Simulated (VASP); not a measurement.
# Nb (P6/mmm) in VASP: notebook

The runs below take Nb through single point, with PBE.

Everything below comes from runs of VASP 6.6.1. Logs are shortened: lines on timing, memory, paths and dates and some standing lists are left out, and cuts for length are marked.

## Step 1: The cell of the first run

The structure is hexagonal, space group P6/mmm (No. 191). The conventional cell has a = 3.609 Å, b = 3.609 Å, c = 2.115 Å, α = 90.00°, β = 90.00°, γ = 120.00°. Within 2.8 Å of Nb (site symmetry 6/mmm) lie 14 Nb at 2.12 to 2.34 Å. Within 2.8 Å of Nb (site symmetry -6m2) lie 11 Nb at 2.08 to 2.34 Å.

## Step 2: Single point, PBE (volume scaled by 0.43, source ansatz)

INCAR reads:

```
SYSTEM = Nb
ALGO = Normal
EDIFF = 1E-7
ENCUT = 520
GGA = PE
ISIF = 2
ISMEAR = -1
LASPH = .TRUE.
LCHARG = .TRUE.
LELF = .TRUE.
LREAL = .FALSE.
LVHAR = .TRUE.
LWAVE = .FALSE.
NBANDS = 26
NELM = 100
PREC = Accurate
SIGMA = 0.05
```

KPOINTS reads:

```
k-points
0
G
  9 9 12
  0 0 0
```

POSCAR reads:

```
Nb
1.0
    3.6086410315      0.0000000000      0.0000000000
   -1.8043205158      3.1251748064      0.0000000000
    0.0000000000      0.0000000000      2.1150161678
Nb
3
Direct
    0.0000000000      0.0000000000      0.0000000000
    0.3333333333      0.6666666667      0.5000000000
    0.6666666667      0.3333333333      0.5000000000
```

Potentials or basis: VASP PAW PBE potentials, release 64 (Nb_sv).

Started as:

```sh
> cat potpaw_PBE.64/Nb_sv/POTCAR > POTCAR
> mpirun -np 1 vasp_std > vasp.out
```

OUTCAR:

```text
SYSTEM = Nb
   EDIFF = 1E-7
   ENCUT = 520
   GGA = PE
   ISIF = 2
   ISMEAR = -1
   LASPH = .TRUE.
   LREAL = .FALSE.
   NELM = 100
   PREC = Accurate

 ion  position               nearest neighbor table
   1  0.000  0.000  0.000-   2 2.34   3 2.34   2 2.34   3 2.34   3 2.34   3 2.34   2 2.34   2 2.34
                             3 2.34   3 2.34   2 2.34   2 2.34
   2  0.333  0.667  0.500-   3 2.08   3 2.08   3 2.08   1 2.34   1 2.34   1 2.34   1 2.34   1 2.34
                             1 2.34   3 2.97   3 2.97   3 2.97   3 2.97   3 2.97   3 2.97
   3  0.667  0.333  0.500-   2 2.08   2 2.08   2 2.08   1 2.34   1 2.34   1 2.34   1 2.34   1 2.34
                             1 2.34   2 2.97   2 2.97   2 2.97   2 2.97   2 2.97   2 2.97

  LATTYP: Found a hexagonal cell.
 ALAT       =     3.6086410315
 C/A-ratio  =     0.5860976887

  Lattice vectors:

 A1 = (   3.6086410315,   0.0000000000,   0.0000000000)
 A2 = (  -1.8043205158,   3.1251748064,   0.0000000000)
 A3 = (   0.0000000000,   0.0000000000,   2.1150161678)

Analysis of symmetry for initial positions (statically):
=====================================================================
 Subroutine PRICEL returns:
 Original cell was already a primitive cell.

 Routine SETGRP: Setting up the symmetry group for a
 hexagonal supercell.

 Subroutine GETGRP returns: Found 24 space group operations
 (whereof 24 operations were pure point group operations)
 out of a pool of 24 trial point group operations.

The static configuration has the point symmetry D_6h.

Analysis of symmetry for dynamics (positions and initial velocities):
=====================================================================
 Subroutine PRICEL returns:
 Original cell was already a primitive cell.

 Routine SETGRP: Setting up the symmetry group for a
 hexagonal supercell.

 Subroutine GETGRP returns: Found 24 space group operations
 (whereof 24 operations were pure point group operations)
 out of a pool of 24 trial point group operations.

The dynamic configuration has the point symmetry D_6h.

 Subroutine INISYM returns: Found 24 space group operations
 (whereof 24 operations are pure point group operations),
 and found     1 'primitive' translations

----------------------------------------------------------------------------------------

                                     Primitive cell

  volume of cell :      23.8524

  direct lattice vectors                    reciprocal lattice vectors
     3.608641031  0.000000000  0.000000000     0.277112628  0.159991050  0.000000000
[... 89 lines left out ...]
   LREAL  =      F    real-space projection
   EDIFFG = 0.1E-05   stopping-criterion for IOM
   NSW    =      0    number of steps for IOM
   IBRION =     -1    ionic relax: 0-MD 1-quasi-New 2-CG
   NFREE  =      0    steps in history (QN), initial steepest desc. (CG)
   ISIF   =      2    stress and relaxation
   ISYM   =      2    0-nonsym 1-usesym 2-fastsym
   POTIM  = 0.5000    time-step for ionic-motion
   TEBEG  =    0.0;   TEEND  =   0.0 temperature during run
   PSTRESS=    0.0 pullay stress
   NELECT =      39.0000    total number of electrons
   NUPDOWN=      -1.0000    fix difference up-down
   EMIN   =  10.00;   EMAX   =-10.00  energy-range for DOS
   EFERMI =   0.00;   METHOD = LEGACY
   ISMEAR =    -1;   SIGMA  =   0.05  broadening in eV -4-tet -1-fermi 0-gaus
   EFERMI_NEDOS =   21; number of points for ismear=-14 and -15
   IALGO  =     38    algorithm
   IMIX   =      4    mixing-type and parameters
     AMIX     =   0.40;   BMIX     =  1.00
     AMIX_MAG =   1.60;   BMIX_MAG =  1.00
  volume/ion in A,a.u.               =       7.95        53.65
  Fermi-wavevector in a.u.,A,eV,Ry     =   1.928646  3.644612 50.609244  3.719675
  Thomas-Fermi vector in A             =   2.961284
   LORBIT       =      0    0 simple, 1 ext, 2 COOP (PROOUT), +10 PAW based schemes
   GGA     = PE    functional components
   LHFCALC =     F    Hartree Fock is set to
   AEXX    =    0.0000 exact exchange contribution
   IVDW    =     0    specifies the selected vdW correction
   LEPSILON=     F    determine dielectric tensor
   LRPA    =     F    only Hartree local field effects (RPA)
 non-spin polarized calculation
  energy-cutoff  :      520.00
  volume of cell :       23.85
 maximum number of plane-waves:       668
 NGX is ok and might be reduce to    28

 number of electron      39.0000003 magnetization

 Free energy of the ion-electron system (eV)
  ---------------------------------------------------
  ext. energy  EPLUGINS =         0.00000000
  ---------------------------------------------------
  free energy    TOTEN  =         3.17896668 eV

  energy without entropy =        3.18778621  energy(sigma->0) =        3.18337644

 E-fermi :  28.5392     XC(G=0): -17.3895

 val. band max:       28.5259247901   @ k =   0.0000   0.0000   0.0000
 cond. band min:      28.5536560012   @ k =   0.4444   0.1111   0.1667
 fundamental gap:      0.0277312112
 Fermi energy:        28.5392041234

 k-point     1 :       0.0000    0.0000    0.0000
  band No.  band energies     occupation
      1     -30.7902      2.00000
      2     -26.6807      2.00000
      3     -26.3819      2.00000
      4      -7.9419      2.00000
      5      -7.9419      2.00000
      6      -6.7185      2.00000
[... 685 lines left out ...]
     25      35.2854      0.00000
     26      36.8617      0.00000

 [... further k-points ...]

------------------------ aborting loop because EDIFF is reached ----------------------------------------

  FORCE on cell =-STRESS in cart. coord.  units (eV):
  Direction    XX          YY          ZZ          XY          YZ          ZX
  --------------------------------------------------------------------------------------
  -------------------------------------------------------------------------------------
  Total       98.6637308     98.6637308     98.5064710     -0.0000000     -0.0000000      0.0000000
  in kB     6627.2968930   6627.2968929   6616.7336670     -0.0000001     -0.0000000      0.0000000
  external PRESSURE =    6623.7758176 kB  Pullay stress =       0.0000000 kB

 VOLUME and BASIS-vectors are now :
 -----------------------------------------------------------------------------
  energy-cutoff  :      520.00
  volume of cell :       23.85
      direct lattice vectors                 reciprocal lattice vectors
     3.608641031  0.000000000  0.000000000     0.277112628  0.159991050  0.000000000
    -1.804320516  3.125174806  0.000000000     0.000000000  0.319982101  0.000000000
     0.000000000  0.000000000  2.115016168     0.000000000  0.000000000  0.472809624

 POSITION                                       TOTAL-FORCE (eV/Angst)
 -----------------------------------------------------------------------------------
      0.00000      0.00000      0.00000        -0.000000      0.000000      0.000000
     -0.00000      2.08345      1.05751        -0.000000      0.000000      0.000000
      1.80432      1.04172      1.05751         0.000000      0.000000      0.000000
 -----------------------------------------------------------------------------------
    total drift:                                0.000000      0.000000     -0.000000

  FREE ENERGIE OF THE ION-ELECTRON SYSTEM (eV)
  ---------------------------------------------------
  free  energy   TOTEN  =         3.1789666768 eV

  energy  without entropy=        3.1877862077  energy(sigma->0) =        3.18337644
```

It took 35 s on 1 thread of AMD EPYC 9R45 (Zen 5), shared host; peak memory 0.13 GiB.

The run converged, but its numbers aren't listed here, since they failed a check.

Caveat: the cell differs from its parent crystal (volume scaled by 0.43, source ansatz).

## Step 3: Single point, PBE

This run uses another cell than the first one, of 12.57 Å³/atom, 1.581 times its volume.

INCAR reads:

```
PREC     = Accurate       # precision mode
ENCUT    = 520            # plane-wave cutoff, eV
EDIFF    = 1E-6           # SCF threshold, eV
ISMEAR   = -1             # smearing method
SIGMA    = 0.05           # smearing width, eV
LREAL    = F              # projectors in reciprocal space
LASPH    = T              # aspherical terms in the spheres
NELM     = 60             # most SCF steps
ALGO     = Normal         # electronic algorithm
ISIF     = 2              # what is computed and relaxed
LWAVE    = F              # write WAVECAR
LCHARG   = F              # write CHGCAR
GGA      = PE             # functional
NBANDS   = 26             # bands
```

KPOINTS reads:

```
Automatic mesh
0
Gamma
  9 9 12
```

POSCAR reads:

```
Nb
1.0
    4.2639340662      0.0000000000      0.0000000000
   -2.1319670331      3.6926752214      0.0000000000
    0.0000000000      0.0000000000      2.3956344707
Nb
3
Direct
    0.0000000000      0.0000000000      0.0000000000
    0.3333333333      0.6666666667      0.5000000000
    0.6666666667      0.3333333333      0.5000000000
```

Potentials or basis: VASP PAW PBE potentials, release 64 (Nb_sv).

Started as:

```sh
> cat potpaw_PBE.64/Nb_sv/POTCAR > POTCAR
> mpirun -np 1 vasp_std > vasp.out
```

OUTCAR:

```text
PREC = Accurate
   ENCUT = 520
   EDIFF = 1E-6
   ISMEAR = -1
   LREAL = F
   LASPH = T
   NELM = 60
   ISIF = 2
   GGA = PE

 ion  position               nearest neighbor table
   1  0.000  0.000  0.000-   2 2.74   3 2.74   2 2.74   3 2.74   3 2.74   3 2.74   2 2.74   2 2.74
                             3 2.74   3 2.74   2 2.74   2 2.74
   2  0.333  0.667  0.500-   3 2.46   3 2.46   3 2.46   1 2.74   1 2.74   1 2.74   1 2.74   1 2.74
                             1 2.74
   3  0.667  0.333  0.500-   2 2.46   2 2.46   2 2.46   1 2.74   1 2.74   1 2.74   1 2.74   1 2.74
                             1 2.74

  LATTYP: Found a hexagonal cell.
 ALAT       =     4.2639340662
 C/A-ratio  =     0.5618366592

  Lattice vectors:

 A1 = (   4.2639340662,   0.0000000000,   0.0000000000)
 A2 = (  -2.1319670331,   3.6926752214,   0.0000000000)
 A3 = (   0.0000000000,   0.0000000000,   2.3956344707)

Analysis of symmetry for initial positions (statically):
=====================================================================
 Subroutine PRICEL returns:
 Original cell was already a primitive cell.

 Routine SETGRP: Setting up the symmetry group for a
 hexagonal supercell.
[... 163 lines left out ...]
  ext. energy  EPLUGINS =         0.00000000
  ---------------------------------------------------
  free energy    TOTEN  =       -24.79427480 eV

  energy without entropy =      -24.78247020  energy(sigma->0) =      -24.78837250

 E-fermi :  17.4401     XC(G=0): -14.4741

 val. band max:       17.4094607981   @ k =   0.4444   0.1111   0.4167
 cond. band min:      17.4610897909   @ k =   0.1111   0.1111   0.1667
 fundamental gap:      0.0516289928
 Fermi energy:        17.4401287223

 k-point     1 :       0.0000    0.0000    0.0000
  band No.  band energies     occupation
      1     -37.6336      2.00000
      2     -36.6605      2.00000
      3     -36.6468      2.00000
      4     -14.4664      2.00000
      5     -14.4664      2.00000
      6     -13.8420      2.00000
[... 685 lines left out ...]
     25      22.3681      0.00000
     26      22.3702      0.00000

 [... further k-points ...]
[... 5 lines left out ...]
  --------------------------------------------------------------------------------------
  -------------------------------------------------------------------------------------
  Total       30.5074075     30.5074075     30.5745608      0.0000000     -0.0000000     -0.0000000
  in kB     1295.8171968   1295.8171968   1298.6695653      0.0000000     -0.0000000     -0.0000000
  external PRESSURE =    1296.7679863 kB  Pullay stress =       0.0000000 kB

 VOLUME and BASIS-vectors are now :
 -----------------------------------------------------------------------------
  energy-cutoff  :      520.00
  volume of cell :       37.72
      direct lattice vectors                 reciprocal lattice vectors
     4.263934066  0.000000000  0.000000000     0.234525202  0.135403189  0.000000000
    -2.131967033  3.692675221  0.000000000     0.000000000  0.270806378  0.000000000
     0.000000000  0.000000000  2.395634471     0.000000000  0.000000000  0.417425952

 POSITION                                       TOTAL-FORCE (eV/Angst)
 -----------------------------------------------------------------------------------
      0.00000      0.00000      0.00000         0.000000     -0.000000      0.000000
     -0.00000      2.46178      1.19782        -0.000000      0.000000      0.000000
      2.13197      1.23089      1.19782         0.000000     -0.000000     -0.000000
 -----------------------------------------------------------------------------------
    total drift:                               -0.000000      0.000000      0.000000

  FREE ENERGIE OF THE ION-ELECTRON SYSTEM (eV)
  ---------------------------------------------------
  free  energy   TOTEN  =       -24.7942747992 eV

  energy  without entropy=      -24.7824701983  energy(sigma->0) =      -24.78837250
```

Wall time 47 s (1 thread of AMD EPYC 9R45 (Zen 5), shared host); peak memory 0.16 GiB.

What came out:

```
Free energy : -24.7943 eV
Pressure    : 129.7 GPa
```

## Step 4: Single point, PBE

INCAR reads:

```
SYSTEM = Nb
PREC = Accurate
ENCUT = 520
EDIFF = 1E-7
ISMEAR = -1
SIGMA = 0.05
LREAL = .FALSE.
LASPH = .TRUE.
NELM = 60
ALGO = Normal
ISIF = 2
LWAVE = .FALSE.
LCHARG = .FALSE.
GGA = PE
NBANDS = 26
```

KPOINTS reads:

```
regular mesh
0
G
  9 9 12
  0 0 0
```

POSCAR is that of step 3.

Started as:

```sh
> cat potpaw_PBE.64/Nb_sv/POTCAR > POTCAR
> mpirun -np 1 vasp_std > vasp.out
```

Run time: 49 s. Hardware: 1 thread of AMD EPYC 9R45 (Zen 5), shared host; peak memory 0.16 GiB.

It converged, with:

- Free energy: -24.7943 eV
- Pressure: 129.6 GPa

Stress tensor (GPa, compression positive):
```
129.53   0.00   0.00
  0.00 129.53   0.00
  0.00   0.00 129.83
```

Levels at points of the mesh, in eV from the Fermi level:
```tsv
k point	band 17	band 18	band 19	band 20	band 21	band 22
(0.00, 0.00, 0.00)	-1.28	-1.28	-1.26	-1.26	0.31	0.31
(0.00, 0.00, 0.50)	-1.70	-0.52	-0.52	-0.17	1.53	1.53
```
